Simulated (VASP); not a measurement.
Set up this calculation in VASP 6.6.1, as the native input.

| Quantity | Value |
| --- | --- |
| Task | single point |
| Functional | LDA |
| Potentials or basis | VASP PAW LDA potentials, release 64 (Zn, O) |
| Cutoff | 520 eV |
| k mesh | 9 × 9 × 6 |
| Occupations | gaussian, width 0.02 eV |
| Spin | no spin polarisation |
| Dipole correction | no |
| Further INCAR settings | ALGO = Normal; EDIFF = 1e-07; NBANDS = 26 |

The structure of ZnO (zincite) lies in POSCAR:

```
ZnO
1.0
    3.2794860218      0.0000000000      0.0000000000
   -1.6397430109      2.8401182063      0.0000000000
    0.0000000000      0.0000000000      5.2932739833
Zn O
2 2
Direct
    0.3333333333      0.6666666667      0.4999685891
    0.6666666667      0.3333333333     -0.0000314109
    0.6666666667      0.3333333333      0.3790414109
    0.3333333333      0.6666666667      0.8790414109
```

These files were run (other wordings do the same):

INCAR

```
SYSTEM = ZnO
  PREC = Accurate
  ENCUT = 520
  EDIFF = 1E-7
  ISMEAR = 0
  SIGMA = 0.02
  LREAL = .FALSE.
  LASPH = .TRUE.
  NELM = 100
  ALGO = Normal
  ISIF = 2
  LWAVE = .FALSE.
  LCHARG = .FALSE.
  GGA = CA
  NBANDS = 26
```

KPOINTS

```
Automatic mesh
0
G
  9 9 6
  0 0 0
```

Potentials or basis: VASP PAW LDA potentials, release 64 (Zn, O).

Command:

```bash
$ cat potpaw_LDA.64/Zn/POTCAR potpaw_LDA.64/O/POTCAR > POTCAR
$ mpirun -np 1 vasp_std > vasp.out
```

It gave:

* Pressure: -10.4 GPa
* Largest force: 0.004 eV/Å
* Band gap on the k mesh: 0.67 eV, direct

Wall time 44 s on 1 thread of AMD EPYC 7R13 Processor (Zen 3) (shared host), peak memory 0.14 GiB.
